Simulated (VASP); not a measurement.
Here is a VASP 6.6.1 calculation.

INCAR

```
PREC = Accurate
ENCUT = 520
EDIFF = 1E-7
ISMEAR = 0
SIGMA = 0.1
LREAL = F
LASPH = T
NELM = 60
ALGO = Normal
ISIF = 2
LWAVE = F
LCHARG = T
GGA = PE
LELF = T
LVHAR = T
NBANDS = 15
```

KPOINTS

```
Automatic mesh
0
Gamma
  13 13 13
```

Contents of POSCAR:

```
TaN
1.0
    0.0000000000      2.2083792729      2.2083792729
    2.2083792729      0.0000000000      2.2083792729
    2.2083792729      2.2083792729      0.0000000000
Ta N
1 1
Direct
    0.5000000000      0.5000000000      0.5000000000
    0.0000000000      0.0000000000      0.0000000000
```

Potentials or basis: VASP PAW PBE potentials, release 64 (Ta_pv, N).

The run is started by

```bash
$ cat potpaw_PBE.64/Ta_pv/POTCAR potpaw_PBE.64/N/POTCAR > POTCAR
$ mpirun -np 1 vasp_std > vasp.out
```

(1) What does it give for the band gap on the k mesh?

(2) Estimate the pressure.

Results:

(1) zero (band 8 reaches 11.12 eV, above the bottom of band 9 at 7.33 eV).

(2) 0.8 GPa.

Caveat: spin-orbit coupling is left out, which moves the levels of the heavy elements.
